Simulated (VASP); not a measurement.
# Li5NbO5 (C2/m) in VASP: further runs, part 2 of 2

VASP 6.6.1.

**3. Single point, PBEsol (9.33 Å³/atom)**

This run uses another cell than the first one, of 9.33 Å³/atom.

INCAR

```
SYSTEM = Li5NbO5
  ALGO = Normal
  EDIFF = 1E-7
  ENCUT = 520
  GGA = PS
  ISIF = 2
  ISMEAR = 0
  LASPH = .True.
  LCHARG = .True.
  LELF = .True.
  LREAL = .False.
  LVHAR = .True.
  LWAVE = .False.
  NBANDS = 40
  NELM = 100
  PREC = Accurate
  SIGMA = 0.02
```

KPOINTS

```
k-points
0
Gamma
  6 6 4
  0 0 0
```

POSCAR

```
Li5NbO5
1.0
    4.7589123702     -1.9922181963      0.0026107397
    4.7589123702      1.9922181963      0.0026107397
   -1.8358828938      0.0000000000      5.4097583387
Li Nb O
5 1 5
Direct
    0.7087881687      0.7087881687      0.3428820662
    0.6895564821      0.6895564821      0.8596989112
    0.0000000000      0.0000000000      0.5000000000
    0.3104435179      0.3104435179      0.1403010888
    0.2912118313      0.2912118313      0.6571179338
    0.0000000000      0.0000000000      0.0000000000
    0.8519989653      0.8519989653      0.1745845232
    0.8414303705      0.8414303705      0.6790097631
    0.5000000000      0.5000000000      0.0000000000
    0.1585696295      0.1585696295      0.3209902369
    0.1480010347      0.1480010347      0.8254154768
```

Potentials or basis: VASP PAW PBE potentials, release 64 (Li_sv, Nb_sv, O).

Started as:

```sh
$ cat potpaw_PBE.64/Li_sv/POTCAR potpaw_PBE.64/Nb_sv/POTCAR potpaw_PBE.64/O/POTCAR > POTCAR
$ mpirun -np 1 vasp_std > vasp.out
```

OUTCAR:

```text
SYSTEM = Li5NbO5
   EDIFF = 1E-7
   ENCUT = 520
   GGA = PS
   ISIF = 2
   ISMEAR = 0
   LASPH = .True.
   LREAL = .False.
   NELM = 100
   PREC = Accurate

 ion  position               nearest neighbor table
   1  0.709  0.709  0.343-   7 1.90   8 1.93  10 2.04  10 2.04
   2  0.690  0.690  0.860-   7 1.96   8 2.03  11 2.03  11 2.03   9 2.20   4 2.58   4 2.58   6 2.80

   3  0.000  0.000  0.500-   7 1.94  11 1.94  10 2.08   8 2.08
   4  0.310  0.310  0.140-  11 1.96  10 2.03   7 2.03   7 2.03   9 2.20   2 2.58   2 2.58   6 2.80
[... 4 lines left out ...]
   7  0.852  0.852  0.175-   1 1.90   3 1.94   2 1.96   6 1.97   4 2.03   4 2.03
   8  0.841  0.841  0.679-   1 1.93   6 1.97   2 2.03   5 2.04   5 2.04   3 2.08
   9  0.500  0.500  0.000-   6 1.99   6 1.99   2 2.20   4 2.20
  10  0.159  0.159  0.321-   5 1.93   6 1.97   4 2.03   1 2.04   1 2.04   3 2.08
  11  0.148  0.148  0.825-   5 1.90   3 1.94   4 1.96   6 1.97   2 2.03   2 2.03

  LATTYP: Found a base centered monoclinic cell.
 ALAT       =     9.5178261727
 B/A-ratio  =     0.4186288256
 C/A-ratio  =     0.6002198711
 COS(beta)  =    -0.3208441651

  Lattice vectors:

 A1 = (   4.7589123702,  -1.9922181963,   0.0026107397)
[... 201 lines left out ...]
 Fermi energy:         2.8552852805

 k-point     1 :       0.0000    0.0000    0.0000
  band No.  band energies     occupation
      1     -51.4205      2.00000
      2     -39.6999      2.00000
      3     -39.4686      2.00000
      4     -39.4203      2.00000
      5     -39.0680      2.00000
      6     -39.0305      2.00000
[... 1021 lines left out ...]
     39      13.5397      0.00000
     40      13.7690      0.00000

 [... further k-points ...]
[... 5 lines left out ...]
  --------------------------------------------------------------------------------------
  -------------------------------------------------------------------------------------
  Total        2.0457141      2.0423454      2.1492603      0.0000000      0.0000000      0.0284066
  in kB       31.9464202     31.8938140     33.5634257      0.0000000      0.0000000      0.4436050
  external PRESSURE =      32.4678866 kB  Pullay stress =       0.0000000 kB

 VOLUME and BASIS-vectors are now :
 -----------------------------------------------------------------------------
  energy-cutoff  :      520.00
  volume of cell :      102.60
      direct lattice vectors                 reciprocal lattice vectors
     4.758912370 -1.992218196  0.002610740     0.105046467 -0.250976525  0.035649099
     4.758912370  1.992218196  0.002610740     0.105046467  0.250976525  0.035649099
    -1.835882894  0.000000000  5.409758339    -0.000101390  0.000000000  0.184816732

 POSITION                                       TOTAL-FORCE (eV/Angst)
 -----------------------------------------------------------------------------------
      6.11663      0.00000      1.85861        -0.024054     -0.000000     -0.005054
      4.98477      0.00000      4.65436        -0.018447     -0.000000     -0.013187
     -0.91794      0.00000      2.70488         0.000000     -0.000000     -0.000000
      2.69717      0.00000      0.76062         0.018447     -0.000000      0.013187
      1.56531      0.00000      3.55637         0.024054     -0.000000      0.005054
      0.00000      0.00000      0.00000        -0.000000     -0.000000     -0.000000
      7.78866      0.00000      0.94891         0.034879     -0.000000     -0.022565
      6.76200      0.00000      3.67767         0.013926     -0.000000      0.019267
      4.75891      0.00000      0.00261         0.000000      0.000000     -0.000000
      0.91994      0.00000      1.73731        -0.013926     -0.000000     -0.019267
     -0.10672      0.00000      4.46607        -0.034879     -0.000000      0.022565
 -----------------------------------------------------------------------------------
    total drift:                               -0.000000      0.000000     -0.000000

  FREE ENERGIE OF THE ION-ELECTRON SYSTEM (eV)
  ---------------------------------------------------
  free  energy   TOTEN  =       -72.3597921529 eV

  energy  without entropy=      -72.3597921529  energy(sigma->0) =      -72.35979215
```

It took 4.6 min on 1 thread of Intel Xeon Platinum 8488C (Sapphire Rapids), shared host; peak memory 0.34 GiB.

What came out:

```
Free energy            : -72.3598 eV
Largest force          : 0.042 eV/Å
Band gap on the k mesh : 3.18 eV
```

Forces on the atoms (eV/Å):
```
Li  -0.024  0.000 -0.005
Li  -0.018  0.000 -0.013
Li   0.000  0.000  0.000
Li   0.018  0.000  0.013
Li   0.024  0.000  0.005
Nb   0.000  0.000  0.000
O    0.035  0.000 -0.023
O    0.014  0.000  0.019
O    0.000  0.000  0.000
O   -0.014  0.000 -0.019
O   -0.035  0.000  0.023
```

Caveat: the cutoff is under 1.25 times the usual one of these potentials, so pressure, stress and relaxed cells hold a basis-set (Pulay) error; the PAW data sets were made with another functional, which shifts forces and pressure a little.

**4. Single point, PBEsol**

This run uses another cell than the first one, of 9.62 Å³/atom.

INCAR

```
SYSTEM = Li5NbO5
PREC = Accurate
ENCUT = 520
EDIFF = 1E-6
ISMEAR = 0
SIGMA = 0.02
LREAL = .FALSE.
LASPH = .TRUE.
NELM = 100
ALGO = Normal
ISIF = 2
LWAVE = .FALSE.
LCHARG = .FALSE.
GGA = PS
NBANDS = 40
```

KPOINTS

```
regular mesh
0
G
  6 6 4
  0 0 0
```

POSCAR

```
Li5NbO5
1.0
    4.8242578815     -2.0039867658      0.0032472178
    4.8242578815      2.0039867658      0.0032472178
   -1.8604007103      0.0000000000      5.4689857900
Li Nb O
5 1 5
Direct
    0.7111738971      0.7111738971      0.3432548304
    0.6905813634      0.6905813634      0.8621088029
    0.0000000000      0.0000000000      0.5000000000
    0.3094186366      0.3094186366      0.1378911971
    0.2888261029      0.2888261029      0.6567451696
    0.0000000000      0.0000000000      0.0000000000
    0.8536121899      0.8536121899      0.1738324255
    0.8423433873      0.8423433873      0.6817848346
    0.5000000000      0.5000000000      0.0000000000
    0.1576566127      0.1576566127      0.3182151654
    0.1463878101      0.1463878101      0.8261675745
```

Started as:

```sh
$ cat potpaw_PBE.64/Li_sv/POTCAR potpaw_PBE.64/Nb_sv/POTCAR potpaw_PBE.64/O/POTCAR > POTCAR
$ mpirun -np 1 vasp_std > vasp.out
```

Run time: 5.9 min. Hardware: 1 thread of Intel Xeon Platinum 8488C (Sapphire Rapids), shared host; peak memory 0.35 GiB.

The run converged. Its results:

| Property | Result |
| --- | --- |
| Free energy | -72.3973 eV |
| Largest force | 0.031 eV/Å |
| Band gap on the k mesh | 3.18 eV (least direct gap 3.21 eV) |

Forces on the atoms (eV/Å):
```
Li  -0.020  0.000 -0.001
Li  -0.016  0.000 -0.015
Li   0.000  0.000  0.000
Li   0.016  0.000  0.015
Li   0.020  0.000  0.001
Nb   0.000  0.000  0.000
O    0.026  0.000 -0.017
O    0.013  0.000  0.016
O    0.000  0.000  0.000
O   -0.013  0.000 -0.016
O   -0.026  0.000  0.017
```

Levels at points of the mesh, in eV from the valence-band top:
```csv
k point,band 27,band 28,band 29,band 30,band 31,band 32
"(0.00, 0.00, 0.00)",-0.30,-0.11,-0.03,3.18,3.52,4.37
"(0.50, 0.00, 0.00)",-0.34,-0.11,-0.10,4.24,4.91,4.97
"(0.50, 0.50, 0.00)",-1.09,-0.55,-0.09,3.27,3.63,3.70
"(0.00, 0.00, 0.50)",-0.88,-0.61,-0.22,3.44,3.71,4.54
"(0.50, 0.00, 0.50)",-0.47,-0.36,-0.18,4.46,4.88,5.07
"(0.50, 0.50, 0.50)",-0.58,-0.58,-0.22,3.20,3.40,4.49
```

Caveat: the cutoff is under 1.25 times the usual one of these potentials, so pressure, stress and relaxed cells hold a basis-set (Pulay) error; the PAW data sets were made with another functional, which shifts forces and pressure a little. A k mesh can miss the band edges.

**5. Single point, PBEsol**

This run uses another cell than the first one, of 9.62 Å³/atom.

INCAR

```
ALGO     = Normal         # electronic algorithm
EDIFF    = 1E-7           # SCF threshold, eV
ENCUT    = 520            # plane-wave cutoff, eV
GGA      = PS             # functional
ISIF     = 2              # what is computed and relaxed
ISMEAR   = 0              # smearing method
LASPH    = T              # aspherical terms in the spheres
LCHARG   = F              # write CHGCAR
LREAL    = F              # projectors in reciprocal space
LWAVE    = F              # write WAVECAR
NBANDS   = 40             # bands
NELM     = 100            # most SCF steps
PREC     = Accurate       # precision mode
SIGMA    = 0.02           # smearing width, eV
```

KPOINTS

```
k-points
0
Gamma
  6 6 4
```

POSCAR is that of step 4.

Potentials or basis: VASP PAW PBE potentials, release 64 (Li_sv, Nb_sv, O).

Started as:

```sh
$ cat potpaw_PBE.64/Li_sv/POTCAR potpaw_PBE.64/Nb_sv/POTCAR potpaw_PBE.64/O/POTCAR > POTCAR
$ mpirun -np 1 vasp_std > vasp.out
```

OUTCAR:

```text
EDIFF = 1E-7
   ENCUT = 520
   GGA = PS
   ISIF = 2
   ISMEAR = 0
   LASPH = T
   LREAL = F
   NELM = 100
   PREC = Accurate

 ion  position               nearest neighbor table
   1  0.711  0.711  0.343-   7 1.93   8 1.96  10 2.06  10 2.06
   2  0.691  0.691  0.862-   7 1.97  11 2.05  11 2.05   8 2.05   9 2.23   4 2.59   4 2.59
   3  0.000  0.000  0.500-   7 1.96  11 1.96  10 2.11   8 2.11
   4  0.309  0.309  0.138-  11 1.97   7 2.05   7 2.05  10 2.05   9 2.23   2 2.59   2 2.59
   5  0.289  0.289  0.657-  11 1.93  10 1.96   8 2.06   8 2.06
   6  0.000  0.000  0.000-   8 1.97  10 1.97   7 1.98  11 1.98   9 2.00   9 2.00
   7  0.854  0.854  0.174-   1 1.93   3 1.96   2 1.97   6 1.98   4 2.05   4 2.05
   8  0.842  0.842  0.682-   1 1.96   6 1.97   2 2.05   5 2.06   5 2.06   3 2.11
   9  0.500  0.500  0.000-   6 2.00   6 2.00   2 2.23   4 2.23
  10  0.158  0.158  0.318-   5 1.96   6 1.97   4 2.05   1 2.06   1 2.06   3 2.11
  11  0.146  0.146  0.826-   5 1.93   3 1.96   4 1.97   6 1.98   2 2.05   2 2.05

  LATTYP: Found a base centered monoclinic cell.
 ALAT       =     9.6485179487
 B/A-ratio  =     0.4153978417
 C/A-ratio  =     0.5987193952
 COS(beta)  =    -0.3214121351

[... 204 lines left out ...]

 k-point     1 :       0.0000    0.0000    0.0000
  band No.  band energies     occupation
      1     -51.6992      2.00000
      2     -40.0195      2.00000
      3     -39.7560      2.00000
      4     -39.7092      2.00000
      5     -39.3955      2.00000
      6     -39.3609      2.00000
[... 1021 lines left out ...]
     39      13.1124      0.00000
     40      13.3503      0.00000

 [... further k-points ...]
[... 5 lines left out ...]
  --------------------------------------------------------------------------------------
  -------------------------------------------------------------------------------------
  Total       -0.0375777     -0.0967064      0.0053228      0.0000000      0.0000000      0.0290719
  in kB       -0.5692183     -1.4648878      0.0806283      0.0000000      0.0000000      0.4403748
  external PRESSURE =      -0.6511593 kB  Pullay stress =       0.0000000 kB

 VOLUME and BASIS-vectors are now :
 -----------------------------------------------------------------------------
  energy-cutoff  :      520.00
  volume of cell :      105.77
      direct lattice vectors                 reciprocal lattice vectors
     4.824257882 -2.003986766  0.003247218     0.103619158 -0.249502646  0.035248429
     4.824257882  2.003986766  0.003247218     0.103619158  0.249502646  0.035248429
    -1.860400710  0.000000000  5.468985790    -0.000123048  0.000000000  0.182807402

 POSITION                                       TOTAL-FORCE (eV/Angst)
 -----------------------------------------------------------------------------------
      6.22318      0.00000      1.88187        -0.019659      0.000000     -0.000631
      5.05922      0.00000      4.71935        -0.015516      0.000000     -0.014666
     -0.93020      0.00000      2.73449        -0.000000      0.000000      0.000000
      2.72890      0.00000      0.75613         0.015516      0.000000      0.014666
      1.56493      0.00000      3.59361         0.019659      0.000000      0.000631
      0.00000      0.00000      0.00000        -0.000000      0.000000      0.000000
      7.91269      0.00000      0.95623         0.025375      0.000000     -0.016734
      6.85897      0.00000      3.73414         0.012364      0.000000      0.015817
      4.82426      0.00000      0.00325        -0.000000     -0.000000      0.000000
      0.92914      0.00000      1.74134        -0.012364      0.000000     -0.015817
     -0.12458      0.00000      4.51925        -0.025375      0.000000      0.016734
 -----------------------------------------------------------------------------------
    total drift:                                0.000000      0.000000     -0.000000

  FREE ENERGIE OF THE ION-ELECTRON SYSTEM (eV)
  ---------------------------------------------------
  free  energy   TOTEN  =       -72.3973386583 eV

  energy  without entropy=      -72.3973386583  energy(sigma->0) =      -72.39733866
```

OSZICAR:

```text
N       E                     dE             d eps       ncg     rms          rms(c)
DAV:   1     0.552886136282E+03    0.55289E+03   -0.29353E+04  3760   0.158E+03
DAV:   2    -0.261364065845E+02   -0.57902E+03   -0.55288E+03  4496   0.484E+02
DAV:   3    -0.797579020454E+02   -0.53621E+02   -0.53198E+02  5560   0.130E+02
DAV:   4    -0.853675978582E+02   -0.56097E+01   -0.55727E+01  6608   0.389E+01
DAV:   5    -0.857410742291E+02   -0.37348E+00   -0.37341E+00  5464   0.753E+00    0.214E+01
DAV:   6    -0.724570756005E+02    0.13284E+02   -0.48174E+01  5584   0.415E+01    0.718E+00
DAV:   7    -0.725007826593E+02   -0.43707E-01   -0.55232E+00  5496   0.108E+01    0.459E+00
DAV:   8    -0.723948375793E+02    0.10595E+00   -0.69029E-01  5640   0.484E+00    0.128E+00
DAV:   9    -0.723924810732E+02    0.23565E-02   -0.91637E-02  5688   0.178E+00    0.524E-01
DAV:  10    -0.723940960616E+02   -0.16150E-02   -0.25653E-02  5208   0.910E-01    0.206E-01
DAV:  11    -0.723962168699E+02   -0.21208E-02   -0.41613E-03  5984   0.345E-01    0.976E-02
DAV:  12    -0.723970756381E+02   -0.85877E-03   -0.79663E-04  4496   0.169E-01    0.501E-02
DAV:  13    -0.723973335805E+02   -0.25794E-03   -0.29659E-04  4808   0.828E-02    0.276E-02
DAV:  14    -0.723973345954E+02   -0.10149E-05   -0.55744E-05  5216   0.435E-02    0.929E-03
DAV:  15    -0.723973384150E+02   -0.38196E-05   -0.97874E-06  5080   0.167E-02    0.292E-03
DAV:  16    -0.723973385178E+02   -0.10274E-06   -0.14334E-06  5984   0.727E-03    0.157E-03
DAV:  17    -0.723973386294E+02   -0.11164E-06   -0.19173E-07  3760   0.240E-03    0.638E-04
DAV:  18    -0.723973386583E+02   -0.28924E-07   -0.63111E-08  3488   0.181E-03
   1 F= -.72397339E+02 E0= -.72397339E+02  d E =-.153119E-24
```

stdout:

```text
POSCAR found type information on POSCAR LiNbO
 POSCAR found :  3 types and      11 ions
 scaLAPACK will be used
 -----------------------------------------------------------------------------
|                                                                             |
|                                                                             |
|     You enforced a specific xc type in the INCAR file but a different       |
|     I HOPE YOU KNOW WHAT YOU ARE DOING!                                     |
|                                                                             |
 -----------------------------------------------------------------------------

 LDA part: xc-table for (Slater+PW92), standard interpolation
 POSCAR, INCAR and KPOINTS ok, starting setup
 FFT: planning ... GRIDC
 FFT: planning ... GRID_SOFT
 FFT: planning ... GRID
 WAVECAR not read
 entering main loop
```

Wall time 6.6 min (1 thread of Intel Xeon Platinum 8488C (Sapphire Rapids), shared host); peak memory 0.35 GiB.

Results:

* Free energy: -72.3973 eV
* Largest force: 0.030 eV/Å
* Band gap on the k mesh: 3.18 eV (least direct gap 3.21 eV)

Forces in eV/Å, atoms in the order of the input:
```
Li  -0.020  0.000 -0.001
Li  -0.016  0.000 -0.015
Li   0.000  0.000  0.000
Li   0.016  0.000  0.015
Li   0.020  0.000  0.001
Nb   0.000  0.000  0.000
O    0.025  0.000 -0.017
O    0.012  0.000  0.016
O    0.000  0.000  0.000
O   -0.012  0.000 -0.016
O   -0.025  0.000  0.017
```

Levels at points of the mesh, in eV from the valence-band top:
| k point | band 26 | band 27 | band 28 | band 29 | band 30 | band 31 | band 32 | band 33 |
| --- | --- | --- | --- | --- | --- | --- | --- | --- |
| (0.00, 0.00, 0.00) | -0.53 | -0.30 | -0.11 | -0.03 | 3.18 | 3.52 | 4.37 | 4.68 |
| (0.50, 0.00, 0.00) | -0.41 | -0.34 | -0.11 | -0.10 | 4.24 | 4.91 | 4.97 | 5.12 |
| (0.50, 0.50, 0.00) | -1.14 | -1.09 | -0.55 | -0.09 | 3.27 | 3.63 | 3.70 | 5.53 |
| (0.00, 0.00, 0.50) | -1.15 | -0.88 | -0.61 | -0.22 | 3.44 | 3.71 | 4.54 | 5.54 |
| (0.50, 0.00, 0.50) | -0.78 | -0.47 | -0.36 | -0.18 | 4.46 | 4.88 | 5.07 | 5.66 |
| (0.50, 0.50, 0.50) | -0.67 | -0.58 | -0.58 | -0.22 | 3.20 | 3.40 | 4.49 | 6.09 |

Caveat: the cutoff is under 1.25 times the usual one of these potentials, so pressure, stress and relaxed cells hold a basis-set (Pulay) error; the PAW data sets were made with another functional, which shifts forces and pressure a little. A k mesh can miss the band edges.

**6. Summary**

| cell | gap on the mesh (eV) | largest force (eV/Å) |
| --- | --- | --- |
| a = 5.090, b = 5.090, c = 5.651 Å, angles 107.2, 107.2, 45.8°, 11 atoms, atomic positions A | 3.15 | 0.04 |
| a = 5.159, b = 5.159, c = 5.713 Å, angles 107.2, 107.2, 45.4°, 11 atoms, atomic positions B | 3.18 | 0.04 |
| a = 5.224, b = 5.224, c = 5.777 Å, angles 107.3, 107.3, 45.1°, 11 atoms, atomic positions C | 3.18 | 0.03 |

Alike in all rows: task single point; level PBEsol; potentials or basis VASP PAW PBE potentials, release 64 (Li_sv, Nb_sv, O); no spin polarisation; k mesh 6 × 6 × 4; cutoff (eV) 520; smearing gaussian 0.02 eV.

Caveats: the cutoff is under 1.25 times the usual one of these potentials, so pressure, stress and relaxed cells hold a basis-set (Pulay) error; the PAW data sets were made with another functional, which shifts forces and pressure a little.

Total energies depend on the potentials used, so only differences within one code and one set of settings carry meaning.
